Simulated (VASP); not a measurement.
## Si4C: single point with PBE

Crystal: Si4C.

```
Si C
1.0
    -3.24714    3.24714    1.47379
     3.24714   -3.24714    1.47379
     3.24714    3.24714   -1.47379
Si C
4 1
Cartesian
  0.0000 1.7389 1.4738
  3.2471 1.5083 0.0000
  1.7389 0.0000 1.4738
  1.5083 3.2471 0.0000
  0.0000 0.0000 0.0000
```

```yaml
Program: VASP 6.6.1
Task: single point
Functional: PBE
Potentials_or_basis: VASP PAW PBE potentials, release 64 (Si, C)
Cutoff: 520 eV
k_mesh: 6 × 6 × 6
Occupations: gaussian, width 0.1 eV
Spin: collinear spin
Starting_moments: "[0.0, 0.0, 0.0, 0.0, 1.0] μB"
```

| Property | Result |
| --- | --- |
| Pressure | 0.0 GPa |
| Largest force | 0.018 eV/Å |
| Band gap on the k mesh | zero (filled and empty bands overlap) |
| Net moment | 0.00 μB per cell |
| Valence electrons inside the program's atomic spheres | Si 1.57; C 2.25 |

Forces on the atoms (eV/Å):
```
Si   0.000  0.018  0.000
Si   0.000 -0.018  0.000
Si   0.018  0.000  0.000
Si  -0.018  0.000  0.000
C    0.000  0.000  0.000
```

Stress tensor (GPa, compression positive):
```
 0.05  0.00  0.00
 0.00  0.05  0.00
 0.00  0.00 -0.10
```

Levels at points of the mesh, in eV from the Fermi level:
Spin up:
| k point | band 6 | band 7 | band 8 | band 9 | band 10 | band 11 | band 12 | band 13 | band 14 | band 15 |
| --- | --- | --- | --- | --- | --- | --- | --- | --- | --- | --- |
| (0.00, 0.00, 0.00) | -3.52 | -3.52 | -2.06 | -1.70 | -0.93 | 2.86 | 3.46 | 3.46 | 3.56 | 3.69 |
| (0.50, 0.00, 0.00) | -6.56 | -4.09 | -3.93 | -2.43 | -1.69 | -1.66 | 1.04 | 1.14 | 1.90 | 3.42 |
| (0.50, 0.50, 0.00) | -6.64 | -2.24 | -1.63 | -0.54 | 1.47 | 1.74 | 2.93 | 4.31 | 5.23 | 5.60 |
| (0.50, 0.50, 0.50) | -2.13 | -2.13 | -1.19 | 0.84 | 0.84 | 2.30 | 2.75 | 2.75 | 2.83 | 2.83 |
Spin down:
```tsv
k point	band 8	band 9	band 10	band 11	band 12	band 13
(0.00, 0.00, 0.00)	-2.06	-1.70	-0.93	2.86	3.46	3.46
(0.50, 0.00, 0.00)	-3.93	-2.43	-1.69	-1.66	1.04	1.14
(0.50, 0.50, 0.00)	-1.63	-0.54	1.47	1.74	2.93	4.31
(0.50, 0.50, 0.50)	-1.19	0.84	0.84	2.30	2.75	2.75
```

Run time: 36 s on 1 thread of Intel(R) Xeon(R) 6975P-C (Granite Rapids), on a shared host, peak memory 0.25 GiB.

Caveat: the k points lie up to 0.39 Å⁻¹ apart, too coarse for converged energies and pressures of a metal.
